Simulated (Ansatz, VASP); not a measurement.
## Two plane-wave programs on Pb

```xyz
2
Lattice="3.4562 0.0000 0.0000 -1.7281 2.9932 0.0000 0.0000 0.0000 5.7617" Properties=species:S:1:pos:R:3 pbc="T T T"
Pb    0.0000    1.9955    1.4404
Pb    1.7281    0.9977    4.3213
```

Alike in both runs: task single point; functional PBEsol; k mesh 14 × 14 × 8; occupations fermi-dirac, width 0.05 eV; no spin polarisation.

|  | VASP | Ansatz |
| --- | --- | --- |
| version | VASP 6.6.1 | Ansatz 0.2.0 |
| potentials or method | VASP PAW PBE potentials, release 64 (Pb_d) | PAW with Ansatz's default frozen-core files, scalar-relativistic |
| plane-wave cutoff (eV) | 520 | 420 |
| valence electrons in the cell | 28 | 28 |

```csv
,VASP,Ansatz,Ansatz less VASP
pressure (GPa),-0.1,0.0,+0.07
```

VASP's potentials were made for PBE, not for PBEsol. Ansatz's warnings: optics on partly filled bands.

Neither program's run includes spin-orbit coupling.
